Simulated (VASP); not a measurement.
The system is KZnF3.

```
Zn K F
1.0
     4.05000    0.00000    0.00000
     0.00000    4.05000    0.00000
     0.00000    0.00000    4.05000
Zn K F
1 1 3
Direct
  0.50000 0.50000 0.50000
  0.00000 0.00000 0.00000
  0.50000 0.00000 0.50000
  0.00000 0.50000 0.50000
  0.50000 0.50000 0.00000
```

Base run:

| Property | Result |
| --- | --- |
| Program | VASP 6.6.1 |
| Functional | PBE |
| Potentials or basis | VASP PAW PBE potentials, release 64 (Zn, K_sv, F) |
| Cutoff | 520 eV |
| k mesh | 7 × 7 × 7 |
| Occupations | fermi-dirac, width 0.05 eV |
| Spin | no spin polarisation |

Its results: band gap on the k mesh 3.90 eV, indirect (least direct gap 5.65 eV); pressure 5.0 GPa.

Q: The run is repeated on the same cell with these changes: functional from PBE to r2SCAN. What comes out?

A: Band gap on the k mesh 4.69 eV, indirect (least direct gap 6.56 eV); pressure 0.0 GPa.

r2SCAN gives the wider gap, since meta-GGAs in the generalised Kohn-Sham scheme recover part of the derivative discontinuity.

Caveats: the PAW data sets were made with another functional, which shifts forces and pressure a little (some runs).

A k mesh can miss the band edges.
